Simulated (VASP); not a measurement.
A run of VASP 6.6.1 is set up as follows.

The input INCAR:

```
SYSTEM = In3GaAs4
ALGO = Normal
EDIFF = 1E-6
ENCUT = 520
GGA = PE
ISIF = 2
ISMEAR = 0
LASPH = .True.
LCHARG = .False.
LREAL = .False.
LWAVE = .False.
NBANDS = 46
NELM = 80
PREC = Accurate
SIGMA = 0.1
```

Contents of KPOINTS:

```
k-points
0
Gamma
  6 6 2
  0 0 0
```

Contents of POSCAR:

```
In3GaAs4
1.0
    4.2885547408      0.0000000031      0.0000000000
   -2.1442773730      3.7139973495      0.0000000000
    0.0000000000      0.0000000000     14.1280645123
In Ga As
3 1 4
Direct
    0.3333333333      0.6666666667      1.0003036868
    0.6666666667      0.3333333333      0.2565772439
    0.6666666667      0.3333333333      0.7440539924
    0.3333333333      0.6666666667      0.5001106431
    0.3333333333      0.6666666667      0.1895248676
    0.3333333333      0.6666666667      0.6774185984
    0.6666666667      0.3333333333      0.4466774863
    0.6666666667      0.3333333333      0.9333334415
```

Potentials or basis: VASP PAW PBE potentials, release 64 (In_d, Ga_d, As).

The run is started by

```console
$ cat potpaw_PBE.64/In_d/POTCAR potpaw_PBE.64/Ga_d/POTCAR potpaw_PBE.64/As/POTCAR > POTCAR
$ mpirun -np 1 vasp_std > vasp.out
```

**Question.** Estimate the pressure.

**Answer.** 0.1 GPa.

**Question.** Estimate the largest force.

**Answer.** 0.012 eV/Å.

**Question.** Estimate the band gap on the k mesh.

**Answer.** Zero (filled and empty bands touch).

Forces in eV/Å, atoms in the order of the input:
```
In   0.000  0.000 -0.007
In   0.000  0.000 -0.005
In   0.000  0.000  0.003
Ga   0.000  0.000  0.004
As   0.000  0.000 -0.005
As   0.000  0.000 -0.009
As   0.000  0.000  0.007
As   0.000  0.000  0.012
```

Caveat: semilocal functionals underestimate gaps, and a narrow one can read as zero; spin-orbit coupling is left out, which moves the levels of the heavy elements.
